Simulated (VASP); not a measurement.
# Ni (P6_3/mmc) in VASP: settings compared, part 2 of 3

VASP 6.6.1. The steps go on from the part before.

### Step 3. Single point, LDA, collinear spin, ferromagnetic start

The input, INCAR:

```
SYSTEM = Ni
ALGO     = Normal         ! electronic algorithm
EDIFF    = 1E-6           ! SCF threshold, eV
ENCUT    = 520            ! plane-wave cutoff, eV
GGA      = CA             ! functional
ISIF     = 2              ! what is computed and relaxed
ISMEAR   = -1             ! smearing method
ISPIN    = 2              ! spin polarisation
LASPH    = .True.         ! aspherical terms in the spheres
LCHARG   = .False.        ! write CHGCAR
LMAXMIX  = 4              ! l up to which the mixer works
LORBIT   = 11             ! projections on sites
LREAL    = .False.        ! projectors in reciprocal space
LWAVE    = .False.        ! write WAVECAR
MAGMOM   = 1 1            ! initial moments
NBANDS   = 21             ! bands
NELM     = 150            ! most SCF steps
PREC     = Accurate       ! precision mode
SIGMA    = 0.05           ! smearing width, eV
```

The input, KPOINTS:

```
k-points
0
Gamma
  12 12 7
  0 0 0
```

The input, POSCAR:

```
Ni
1.0
    2.4480228978      0.0000000000      0.0000000000
   -1.2240114489      2.1200500186      0.0000000000
    0.0000000000      0.0000000000      4.0728075700
Ni
2
Direct
    0.6666666667      0.3333333333      0.7500000000
    0.3333333333      0.6666666667      0.2500000000
```

Potentials or basis: VASP PAW LDA potentials, release 64 (Ni).

On the command line:

```
$ cat potpaw_LDA.64/Ni/POTCAR > POTCAR
$ mpirun -np 1 vasp_std > vasp.out
```

OUTCAR:

```text
SYSTEM = Ni
   EDIFF = 1E-6
   ENCUT = 520
   GGA = CA
   ISIF = 2
   ISMEAR = -1
   ISPIN = 2
   LASPH = .True.
   LORBIT = 11
   LREAL = .False.
   NELM = 150
   PREC = Accurate

 ion  position               nearest neighbor table
   1  0.667  0.333  0.750-   2 2.48   2 2.48   2 2.48   2 2.48   2 2.48   2 2.48
   2  0.333  0.667  0.250-   1 2.48   1 2.48   1 2.48   1 2.48   1 2.48   1 2.48

  LATTYP: Found a hexagonal cell.
 ALAT       =     2.4480228978
 C/A-ratio  =     1.6637130207

  Lattice vectors:

 A1 = (   2.4480228978,   0.0000000000,   0.0000000000)
 A2 = (  -1.2240114489,   2.1200500186,   0.0000000000)
 A3 = (   0.0000000000,   0.0000000000,   4.0728075700)

Analysis of symmetry for initial positions (statically):
=====================================================================
 Subroutine PRICEL returns:
 Original cell was already a primitive cell.

 Routine SETGRP: Setting up the symmetry group for a
 hexagonal supercell.

 Subroutine GETGRP returns: Found 24 space group operations
 (whereof 12 operations were pure point group operations)
 out of a pool of 24 trial point group operations.

The static configuration has the point symmetry D_3d.
 The point group associated with its full space group is D_6h.

Analysis of symmetry for dynamics (positions and initial velocities):
=====================================================================
 Subroutine PRICEL returns:
 Original cell was already a primitive cell.

 Routine SETGRP: Setting up the symmetry group for a
 hexagonal supercell.

 Subroutine GETGRP returns: Found 24 space group operations
 (whereof 12 operations were pure point group operations)
 out of a pool of 24 trial point group operations.

The dynamic configuration has the point symmetry D_3d.
 The point group associated with its full space group is D_6h.

Analysis of structural, dynamic, and magnetic symmetry:
=====================================================================
 Subroutine PRICEL returns:
 Original cell was already a primitive cell.

[... 150 lines left out ...]
  ---------------------------------------------------
  free energy    TOTEN  =       -13.08105327 eV

  energy without entropy =      -13.04404016  energy(sigma->0) =      -13.06254671

 E-fermi :   9.4623     XC(G=0): -13.7836

 val. band max:        9.4593097304   @ k =   0.0833   0.0000   0.1429
 cond. band min:       9.4672015049   @ k =   0.3333   0.2500   0.4286
 fundamental gap:      0.0078917745
 Fermi energy:         9.4623469206

 spin component 1

 k-point     1 :       0.0000    0.0000    0.0000
  band No.  band energies     occupation
      1       0.2592      1.00000
      2       4.4855      1.00000
      3       6.9717      1.00000
      4       7.1291      1.00000
      5       7.1291      1.00000
      6       7.3956      1.00000
[... 565 lines left out ...]
     20      34.4736      0.00000
     21      37.6038      0.00000

 [... further k-points ...]

 spin component 2

 k-point     1 :       0.0000    0.0000    0.0000
  band No.  band energies     occupation
      1       0.3021      1.00000
      2       4.8344      1.00000
      3       7.5443      1.00000
      4       7.6934      1.00000
      5       7.6934      1.00000
      6       7.9745      1.00000
[... 565 lines left out ...]
     20      34.6039      0.00000
     21      37.7078      0.00000

 [... further k-points ...]

------------------------ aborting loop because EDIFF is reached ----------------------------------------

  FORCE on cell =-STRESS in cart. coord.  units (eV):
  Direction    XX          YY          ZZ          XY          YZ          ZX
  --------------------------------------------------------------------------------------
  -------------------------------------------------------------------------------------
  Total       -1.3055092     -1.3055092     -1.7314268     -0.0000000      0.0000000      0.0000000
  in kB      -98.9543820    -98.9543820   -131.2378938     -0.0000000      0.0000000      0.0000000
  external PRESSURE =    -109.7155526 kB  Pullay stress =       0.0000000 kB

 VOLUME and BASIS-vectors are now :
 -----------------------------------------------------------------------------
  energy-cutoff  :      520.00
  volume of cell :       21.14
      direct lattice vectors                 reciprocal lattice vectors
     2.448022898  0.000000000  0.000000000     0.408492911  0.235843492  0.000000000
    -1.224011449  2.120050019  0.000000000     0.000000000  0.471686984  0.000000000
     0.000000000  0.000000000  4.072807570     0.000000000  0.000000000  0.245530873

 POSITION                                       TOTAL-FORCE (eV/Angst)
 -----------------------------------------------------------------------------------
      1.22401      0.70668      3.05461         0.000000     -0.000000      0.000000
     -0.00000      1.41337      1.01820        -0.000000      0.000000      0.000000
 -----------------------------------------------------------------------------------
    total drift:                               -0.000000      0.000000     -0.000000

  FREE ENERGIE OF THE ION-ELECTRON SYSTEM (eV)
  ---------------------------------------------------
  free  energy   TOTEN  =       -13.0810532672 eV

  energy  without entropy=      -13.0440401574  energy(sigma->0) =      -13.06254671

 total charge

# of ion       s       p       d       tot
------------------------------------------
    1        0.510   0.521   8.343   9.374
    2        0.510   0.521   8.343   9.374
--------------------------------------------------
tot          1.021   1.042  16.685  18.749

 magnetization (x)

# of ion       s       p       d       tot
------------------------------------------
    1       -0.004  -0.018   0.608   0.586
    2       -0.004  -0.018   0.608   0.586
--------------------------------------------------
tot         -0.008  -0.036   1.216   1.171
```

OSZICAR:

```text
N       E                     dE             d eps       ncg     rms          rms(c)
DAV:   1     0.947206249455E+02    0.94721E+02   -0.90977E+03  6848   0.141E+03
DAV:   2    -0.950620484471E+01   -0.10423E+03   -0.96236E+02  6504   0.235E+02
DAV:   3    -0.152467736235E+02   -0.57406E+01   -0.55364E+01  7294   0.635E+01
DAV:   4    -0.153157543297E+02   -0.68981E-01   -0.68933E-01  7394   0.654E+00
DAV:   5    -0.153176279209E+02   -0.18736E-02   -0.18735E-02  7375   0.107E+00    0.149E+01
DAV:   6    -0.138050945363E+02    0.15125E+01   -0.75235E+00  7546   0.606E+01    0.888E+00
DAV:   7    -0.131230151097E+02    0.68208E+00   -0.16923E+00  7415   0.249E+01    0.268E+00
DAV:   8    -0.130883842994E+02    0.34631E-01   -0.12311E-02  9322   0.130E+00    0.128E+00
DAV:   9    -0.130828214880E+02    0.55628E-02   -0.68068E-04  9318   0.278E-01    0.406E-01
DAV:  10    -0.130810412985E+02    0.17802E-02   -0.15055E-04 11033   0.222E-01    0.708E-02
DAV:  11    -0.130810786946E+02   -0.37396E-04   -0.26512E-05  7049   0.485E-02    0.358E-02
DAV:  12    -0.130810553760E+02    0.23319E-04   -0.13720E-06  5699   0.217E-02    0.148E-02
DAV:  13    -0.130810532175E+02    0.21585E-05   -0.20405E-06  5794   0.147E-02    0.490E-03
DAV:  14    -0.130810532672E+02   -0.49778E-07   -0.25250E-07  3745   0.497E-03
   1 F= -.13081053E+02 E0= -.13062547E+02  d E =-.370131E-01  mag=     1.1654
```

Wall time 26 s (1 thread of AMD EPYC 9R45 (Zen 5), shared host); peak memory 0.13 GiB.

What came out:

* Free energy: -13.0811 eV
* Pressure: -11.0 GPa
* Net moment: 1.17 μB per cell
* Site moments: Ni +0.59 μB
* Valence electrons inside the program's atomic spheres: Ni 9.37

Levels at points of the mesh, in eV from the Fermi level:
Spin up:
```tsv
k point	band 7	band 8	band 9	band 10	band 11	band 12	band 13	band 14	band 15	band 16
(0.00, 0.00, 0.00)	-2.07	-1.56	-1.56	-0.61	-0.61	-0.51	5.65	23.15	25.22	25.22
(0.50, 0.00, 0.00)	-2.05	-0.48	-0.45	-0.36	1.31	3.24	9.44	9.96	12.65	13.54
```
Spin down:
| k point | band 8 | band 9 | band 10 | band 11 | band 12 | band 13 |
| --- | --- | --- | --- | --- | --- | --- |
| (0.00, 0.00, 0.00) | -0.99 | -0.99 | -0.48 | -0.01 | -0.01 | 6.02 |
| (0.50, 0.00, 0.00) | 0.16 | 0.17 | 0.29 | 1.72 | 3.59 | 9.60 |

Caveat: the cell stands under tension.

### Step 4. Single point, revPBE, collinear spin, ferromagnetic start

The input, INCAR:

```
PREC = Accurate
ENCUT = 520
EDIFF = 1E-6
ISMEAR = -1
SIGMA = 0.05
LREAL = False
LASPH = True
NELM = 150
ALGO = Normal
ISIF = 2
LWAVE = False
LCHARG = False
ISPIN = 2
MAGMOM = 1 1
LORBIT = 11
LMAXMIX = 4
GGA = RE
NBANDS = 21
```

The input, KPOINTS:

```
regular mesh
0
Gamma
  12 12 7
```

POSCAR is that of step 3.

Potentials or basis: VASP PAW PBE potentials, release 64 (Ni).

On the command line:

```
$ cat potpaw_PBE.64/Ni/POTCAR > POTCAR
$ mpirun -np 1 vasp_std > vasp.out
```

Wall time 26 s (1 thread of AMD EPYC 9R45 (Zen 5), shared host); peak memory 0.14 GiB.

The run converged. Its results:

* Free energy: -10.0453 eV
* Pressure: 11.3 GPa
* Net moment: 1.28 μB per cell
* Site moments: Ni +0.65 μB
* Valence electrons inside the program's atomic spheres: Ni 9.36

Stress tensor (GPa, compression positive):
```
12.67  0.00  0.00
 0.00 12.67  0.00
 0.00  0.00  8.70
```

Levels at points of the mesh, in eV from the Fermi level:
Spin up:
| k point | band 7 | band 8 | band 9 | band 10 | band 11 | band 12 | band 13 | band 14 | band 15 | band 16 |
| --- | --- | --- | --- | --- | --- | --- | --- | --- | --- | --- |
| (0.00, 0.00, 0.00) | -2.18 | -1.66 | -1.66 | -0.73 | -0.73 | -0.56 | 5.60 | 23.03 | 25.30 | 25.35 |
| (0.50, 0.00, 0.00) | -2.16 | -0.62 | -0.57 | -0.50 | 1.20 | 3.18 | 9.43 | 10.00 | 12.50 | 13.55 |
Spin down:
```csv
k point,band 5,band 6,band 7,band 8,band 9,band 10,band 11,band 12,band 13,band 14
"(0.00, 0.00, 0.00)",-1.73,-1.45,-1.45,-0.99,-0.99,-0.63,-0.02,-0.02,6.03,22.87
"(0.50, 0.00, 0.00)",-1.85,-1.79,-1.45,0.16,0.19,0.31,1.70,3.56,9.53,10.11
```

Caveat: the cell stands under pressure; the PAW data sets were made with another functional, which shifts forces and pressure a little.

[end of part 2 of 3]
